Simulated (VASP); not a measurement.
# NaC2 (Pmmn) in VASP: single point with PBE

Aim: the single point of NaC2 with PBE.

All numbers are computed with VASP 6.6.1; they aren't measurements. Logs are shortened: lines on timing, memory, paths and dates and some standing lists are left out, and cuts for length are marked.

## (1) The cell of the first run

Symmetry: Pmmn, No. 59, orthorhombic system. Conventional cell: a = 2.542 Å, b = 4.291 Å, c = 8.118 Å, α = 90.00°, β = 90.00°, γ = 90.00°. Within 3.4 Å of Na (site symmetry mm2) lie 2 Na at 2.54 Å and 6 C at 2.88 to 3.40 Å. Within 1.9 Å of C (site symmetry m) lie 3 C at 1.42 to 1.46 Å.

## (2) Single point, PBE

Input file INCAR:

```
SYSTEM = NaC2
PREC = Accurate
ENCUT = 1130
EDIFF = 1E-6
ISMEAR = 0
SIGMA = 0.1
LREAL = .FALSE.
LASPH = .TRUE.
NELM = 120
ALGO = Normal
ISIF = 2
LWAVE = .FALSE.
LCHARG = .FALSE.
GGA = PE
NBANDS = 26
GGA_COMPAT = .FALSE.
```

Input file KPOINTS:

```
Automatic mesh
0
G
  6 4 4
  0 0 0
```

Input file POSCAR:

```
NaC2
1.0
    2.5417922336      0.0000000000      0.0000000000
    0.0000000000      4.2905463691      0.0000000000
    0.0000000000      0.0000000000      8.1175961084
Na C
2 4
Direct
    0.0000000000      0.0000000000      0.8445877468
    0.5000000000      0.5000000000      0.1554122532
    0.0000000000      0.8343969630      0.5011241374
    0.0000000000      0.1656030370      0.5011241374
    0.5000000000      0.3343969630      0.4988758626
    0.5000000000      0.6656030370      0.4988758626
```

Potentials or basis: VASP PAW PBE potentials, release 64 (Na_sv, C).

Command:

```
$ cat potpaw_PBE.64/Na_sv/POTCAR potpaw_PBE.64/C/POTCAR > POTCAR
$ mpirun -np 1 vasp_std > vasp.out
```

OUTCAR:

```text
SYSTEM = NaC2
   PREC = Accurate
   ENCUT = 1130
   EDIFF = 1E-6
   ISMEAR = 0
   LREAL = .FALSE.
   LASPH = .TRUE.
   NELM = 120
   ISIF = 2
   GGA = PE

 ion  position               nearest neighbor table
   1  0.000  0.000  0.845-
   2  0.500  0.500  0.155-
   3  0.000  0.834  0.501-   4 1.42   6 1.46   6 1.46
   4  0.000  0.166  0.501-   3 1.42   5 1.46   5 1.46
   5  0.500  0.334  0.499-   6 1.42   4 1.46   4 1.46
   6  0.500  0.666  0.499-   5 1.42   3 1.46   3 1.46

  LATTYP: Found a simple orthorhombic cell.
 ALAT       =     2.5417922336
 B/A-ratio  =     1.6880004244
 C/A-ratio  =     3.1936505278

  Lattice vectors:

 A1 = (   2.5417922336,   0.0000000000,   0.0000000000)
 A2 = (   0.0000000000,   4.2905463691,   0.0000000000)
 A3 = (   0.0000000000,   0.0000000000,   8.1175961084)

Analysis of symmetry for initial positions (statically):
=====================================================================
 Subroutine PRICEL returns:
 Original cell was already a primitive cell.

 Routine SETGRP: Setting up the symmetry group for a
 simple orthorhombic supercell.

 Subroutine GETGRP returns: Found  8 space group operations
 (whereof  4 operations were pure point group operations)
 out of a pool of  8 trial point group operations.

The static configuration has the point symmetry C_2v.
 The point group associated with its full space group is D_2h.

Analysis of symmetry for dynamics (positions and initial velocities):
=====================================================================
 Subroutine PRICEL returns:
 Original cell was already a primitive cell.

 Routine SETGRP: Setting up the symmetry group for a
 simple orthorhombic supercell.

 Subroutine GETGRP returns: Found  8 space group operations
 (whereof  4 operations were pure point group operations)
 out of a pool of  8 trial point group operations.

The dynamic configuration has the point symmetry C_2v.
 The point group associated with its full space group is D_2h.

 Subroutine INISYM returns: Found  8 space group operations
 (whereof  4 operations are pure point group operations),
 and found     1 'primitive' translations

----------------------------------------------------------------------------------------

                                     Primitive cell

  volume of cell :      88.5279

  direct lattice vectors                    reciprocal lattice vectors
     2.541792234  0.000000000  0.000000000     0.393423187  0.000000000  0.000000000
     0.000000000  4.290546369  0.000000000     0.000000000  0.233070550  0.000000000
     0.000000000  0.000000000  8.117596108     0.000000000  0.000000000  0.123189179

  length of vectors
     2.541792234  4.290546369  8.117596108     0.393423187  0.233070550  0.123189179

  position of ions in fractional coordinates (direct lattice)
     0.000000000  0.000000000  0.844587747
     0.500000000  0.500000000  0.155412253
     0.000000000  0.834396963  0.501124137
     0.000000000  0.165603037  0.501124137
     0.500000000  0.334396963  0.498875863
     0.500000000  0.665603037  0.498875863

  ion indices of the primitive-cell ions
   primitive index   ion index
                 1           1
                 2           2
                 3           3
                 4           4
                 5           5
                 6           6

----------------------------------------------------------------------------------------

 KPOINTS: Automatic mesh

Automatic generation of k-mesh.
 Grid dimensions read from file:
 generate k-points for:    6    4    4

 Generating k-lattice:

  Cartesian coordinates                     Fractional coordinates (reciprocal lattice)
     0.065570531  0.000000000  0.000000000     0.166666667  0.000000000  0.000000000
     0.000000000  0.058267637  0.000000000     0.000000000  0.250000000  0.000000000
     0.000000000  0.000000000  0.030797295     0.000000000  0.000000000  0.250000000

  Length of vectors
     0.065570531  0.058267637  0.030797295

  Shift w.r.t. Gamma in fractional coordinates (k-lattice)
     0.000000000  0.000000000  0.000000000

 Subroutine IBZKPT returns following result:
 ===========================================

 Found     36 irreducible k-points:

 Following reciprocal coordinates:
            Coordinates               Weight
  0.000000  0.000000  0.000000      1.000000
  0.166667  0.000000  0.000000      2.000000
  0.333333  0.000000  0.000000      2.000000
  0.500000  0.000000  0.000000      1.000000
  0.000000  0.250000  0.000000      2.000000
  0.166667  0.250000  0.000000      4.000000
[... 16 lines left out ...]
  0.333333  0.500000  0.250000      4.000000
  0.500000  0.500000  0.250000      2.000000
 [... further k-points ...]
   k-points           NKPTS =     36   k-points in BZ     NKDIM =     36   number of bands    NBANDS=     26
   number of dos      NEDOS =    301   number of ions     NIONS =      6
   total plane-waves  NPLWV = 120960
   dimension x,y,z NGX =    28 NGY =   48 NGZ =   90
   dimension x,y,z NGXF=    56 NGYF=   96 NGZF=  180
   ions per type =               2   4
   NGX,Y,Z   is equivalent  to a cutoff of  18.31, 18.60, 18.43 a.u.
   NGXF,Y,Z  is equivalent  to a cutoff of  36.63, 37.20, 36.86 a.u.
 SYSTEM =  NaC2
   PREC   = accura    normal or accurate (medium, high low for compatibility)
   ISTART =      0    job   : 0-new  1-cont  2-samecut
   ICHARG =      2    charge: 1-file 2-atom 10-const
   ISPIN  =      1    spin polarized calculation?
   LNONCOLLINEAR =      F non collinear calculations
   LSORBIT =      F    spin-orbit coupling
   LASPH  =      T    aspherical Exc in radial PAW
   ENCUT  = 1130.0 eV  83.05 Ry    9.11 a.u.   6.97 11.76 22.25*2*pi/ulx,y,z
   NELM   =    120;   NELMIN=  2; NELMDL= -5     # of ELM steps
   EDIFF  = 0.1E-05   stopping-criterion for ELM
   LREAL  =      F    real-space projection
   EDIFFG = 0.1E-04   stopping-criterion for IOM
   NSW    =      0    number of steps for IOM
   IBRION =     -1    ionic relax: 0-MD 1-quasi-New 2-CG
   NFREE  =      0    steps in history (QN), initial steepest desc. (CG)
   ISIF   =      2    stress and relaxation
   ISYM   =      2    0-nonsym 1-usesym 2-fastsym
   POTIM  = 0.5000    time-step for ionic-motion
   TEBEG  =    0.0;   TEEND  =   0.0 temperature during run
   PSTRESS=    0.0 pullay stress
   NELECT =      34.0000    total number of electrons
   NUPDOWN=      -1.0000    fix difference up-down
   EMIN   =  10.00;   EMAX   =-10.00  energy-range for DOS
   EFERMI =   0.00;   METHOD = LEGACY
   ISMEAR =     0;   SIGMA  =   0.10  broadening in eV -4-tet -1-fermi 0-gaus
   EFERMI_NEDOS =   21; number of points for ismear=-14 and -15
   IALGO  =     38    algorithm
   IMIX   =      4    mixing-type and parameters
     AMIX     =   0.40;   BMIX     =  1.00
     AMIX_MAG =   1.60;   BMIX_MAG =  1.00
  volume/ion in A,a.u.               =      14.75        99.57
  Fermi-wavevector in a.u.,A,eV,Ry     =   1.189984  2.248744 19.266691  1.416062
  Thomas-Fermi vector in A             =   2.326079
   LORBIT       =      0    0 simple, 1 ext, 2 COOP (PROOUT), +10 PAW based schemes
   GGA     = PE    functional components
   LHFCALC =     F    Hartree Fock is set to
   AEXX    =    0.0000 exact exchange contribution
   IVDW    =     0    specifies the selected vdW correction
   LEPSILON=     F    determine dielectric tensor
   LRPA    =     F    only Hartree local field effects (RPA)
 non-spin polarized calculation
 Gauss-broadening in eV      SIGMA  =   0.10
  energy-cutoff  :     1130.00
  volume of cell :       88.53
 maximum number of plane-waves:      7666
 NGX is ok and might be reduce to    28
   NGX = 13   NGY = 23   NGZ = 45

 number of electron      33.9999996 magnetization

 Free energy of the ion-electron system (eV)
  ---------------------------------------------------
  ext. energy  EPLUGINS =         0.00000000
  ---------------------------------------------------
  free energy    TOTEN  =       -38.44919728 eV

  energy without entropy =      -38.43896274  energy(sigma->0) =      -38.44408001

 E-fermi :   3.6895     XC(G=0):  -8.4796

 val. band max:        3.6701350593   @ k =   0.3333   0.2500   0.0000
 cond. band min:       3.7269713812   @ k =   0.5000   0.5000   0.5000
 fundamental gap:      0.0568363220
 Fermi energy:         3.6894895766

 k-point     1 :       0.0000    0.0000    0.0000
  band No.  band energies     occupation
      1     -50.0905      2.00000
      2     -50.0880      2.00000
      3     -21.9759      2.00000
      4     -21.9699      2.00000
      5     -21.9511      2.00000
      6     -21.9460      2.00000
[... 18 lines left out ...]
     25      10.8126      0.00000
     26      11.4155      0.00000

 k-point     2 :       0.1667    0.0000    0.0000
  band No.  band energies     occupation
      1     -50.0731      2.00000
      2     -50.0710      2.00000
      3     -21.9617      2.00000
      4     -21.9612      2.00000
      5     -21.9516      2.00000
      6     -21.9503      2.00000
[... 18 lines left out ...]
     25      11.6658      0.00000
     26      11.6948      0.00000

 k-point     3 :       0.3333    0.0000    0.0000
  band No.  band energies     occupation
      1     -50.0381      2.00000
      2     -50.0368      2.00000
      3     -22.2294      2.00000
      4     -22.2289      2.00000
      5     -21.9113      2.00000
      6     -21.9102      2.00000
[... 18 lines left out ...]
     25      12.0567      0.00000
     26      12.1014      0.00000

 k-point     4 :       0.5000    0.0000    0.0000
  band No.  band energies     occupation
      1     -50.0200      2.00000
      2     -50.0200      2.00000
      3     -22.3609      2.00000
      4     -22.3609      2.00000
      5     -21.8871      2.00000
      6     -21.8871      2.00000
[... 18 lines left out ...]
     25      12.6974      0.00000
     26      12.7051      0.00000
[... 496 lines left out ...]
      1     -50.0720      2.00000
      2     -50.0720      2.00000
      3     -21.9616      2.00000
      4     -21.9616      2.00000
      5     -21.9549      2.00000
      6     -21.9549      2.00000
[... 18 lines left out ...]
     25      11.9293      0.00000
     26      11.9293      0.00000

 k-point    23 :       0.3333    0.5000    0.2500
  band No.  band energies     occupation
      1     -50.0374      2.00000
      2     -50.0374      2.00000
      3     -22.2286      2.00000
      4     -22.2286      2.00000
      5     -21.9140      2.00000
      6     -21.9140      2.00000
[... 18 lines left out ...]
     25      10.8733      0.00000
     26      10.8733      0.00000

 k-point    24 :       0.5000    0.5000    0.2500
  band No.  band energies     occupation
      1     -50.0200      2.00000
      2     -50.0200      2.00000
      3     -22.3603      2.00000
      4     -22.3603      2.00000
      5     -21.8900      2.00000
      6     -21.8900      2.00000
[... 18 lines left out ...]
     25      10.3930      0.00000
     26      10.3930      0.00000

 [... further k-points ...]
[... 5 lines left out ...]
  --------------------------------------------------------------------------------------
  -------------------------------------------------------------------------------------
  Total       -0.1168759     -0.0679208     -0.0753173      0.0000000      0.0000000      0.0000000
  in kB       -2.1152188     -1.2292311     -1.3630927      0.0000000      0.0000000      0.0000000
  external PRESSURE =      -1.5691809 kB  Pullay stress =       0.0000000 kB

 VOLUME and BASIS-vectors are now :
 -----------------------------------------------------------------------------
  energy-cutoff  :     1130.00
  volume of cell :       88.53
      direct lattice vectors                 reciprocal lattice vectors
     2.541792234  0.000000000  0.000000000     0.393423187  0.000000000  0.000000000
     0.000000000  4.290546369  0.000000000     0.000000000  0.233070550  0.000000000
     0.000000000  0.000000000  8.117596108     0.000000000  0.000000000  0.123189179

 POSITION                                       TOTAL-FORCE (eV/Angst)
 -----------------------------------------------------------------------------------
      0.00000      0.00000      6.85602        -0.000000      0.000000     -0.001263
      1.27090      2.14527      1.26157        -0.000000      0.000000      0.001263
      0.00000      3.58002      4.06792         0.000000      0.004189      0.006482
      0.00000      0.71053      4.06792        -0.000000     -0.004189      0.006482
      1.27090      1.43475      4.04967         0.000000      0.004189     -0.006482
      1.27090      2.85580      4.04967        -0.000000     -0.004189     -0.006482
 -----------------------------------------------------------------------------------
    total drift:                                0.000000      0.000000     -0.000000

  FREE ENERGIE OF THE ION-ELECTRON SYSTEM (eV)
  ---------------------------------------------------
  free  energy   TOTEN  =       -38.4491972807 eV

  energy  without entropy=      -38.4389627433  energy(sigma->0) =      -38.44408001
```

Wall time 1.8 min (1 thread of Intel Xeon 6975P-C (Granite Rapids), shared host); peak memory 0.45 GiB.

Results:

```yaml
Free_energy: -38.4492 eV
Pressure: -0.2 GPa
Largest_force: 0.008 eV/Å
Band_gap_on_the_k_mesh: zero (bands 17 and 18 overlap by 2.60 eV)
```

Forces on the atoms (eV/Å):
```
Na   0.000  0.000 -0.001
Na   0.000  0.000  0.001
C    0.000  0.004  0.006
C    0.000 -0.004  0.006
C    0.000  0.004 -0.006
C    0.000 -0.004 -0.006
```

Caveat: the k points lie up to 0.41 Å⁻¹ apart, too coarse for converged energies and pressures of a metal.

The gap in the log of VASP goes by the Fermi energy; the results here count the filled bands.